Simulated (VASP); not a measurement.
Si5N:

```
CELL_PARAMETERS angstrom
0.00000 3.59324 3.59324
3.59324 0.00000 3.59324
3.59324 3.59324 0.00000
ATOMIC_POSITIONS crystal
Si 0.85638 0.85638 0.85638
Si 0.85638 0.85638 0.43086
Si 0.85638 0.43086 0.85638
Si 0.43086 0.85638 0.85638
Si 0.50000 0.50000 0.50000
N 0.25000 0.25000 0.25000
```

```yaml
Program: VASP 6.6.1
Task: relaxation of cell and atoms
Functional: PBE
Potentials_or_basis: VASP PAW PBE potentials, release 64 (Si, N)
Cutoff: 600 eV
k_mesh: 4 × 4 × 4
Occupations: gaussian, width 0.1 eV
Spin: collinear spin, ferromagnetic start
Starting_moments: "[0.0, 0.0, 0.0, 0.0, 0.0, 1.0] μB"
```

At the start: pressure 9.9 GPa; volume 15.46 Å³/atom.

Problem. How do energy, volume and symmetry change on relaxing?

Solution. Over 7 steps the energy falls by 533.2 meV/atom and the volume is 14.20 Å³/atom (-8.2 %); space group F-43m (No. 216, to 0.05 Å); moment 0.13 μB per cell.

Step by step:
| step | energy change (eV) | largest force (eV/Å) | pressure (GPa) | volume (Å³) |
| --- | --- | --- | --- | --- |
| 1 | 0.0000 | 7.5401 | 9.90 | 92.79 |
| 2 | -1.8552 | 1.7615 | -8.02 | 106.22 |
| 3 | -2.6435 | 0.5721 | -9.17 | 99.98 |
| 4 | -3.1501 | 0.3415 | -3.37 | 88.75 |
| 5 | -3.1648 | 0.5760 | -1.78 | 86.95 |
| 6 | -3.1976 | 0.1536 | 0.29 | 84.86 |
| 7 | -3.1993 | 0.0145 | -0.12 | 85.22 |

Final structure:
```
Si N
1.0
     0.00000    3.49284    3.49284
     3.49284    0.00000    3.49284
     3.49284    3.49284    0.00000
Si N
5 1
Direct
  0.87564 0.87564 0.87564
  0.87564 0.87564 0.37309
  0.87564 0.37309 0.87564
  0.37309 0.87564 0.87564
  0.50000 0.50000 0.50000
  0.25000 0.25000 0.25000
```

Caveat: the k points lie up to 0.39 Å⁻¹ apart in the final cell.
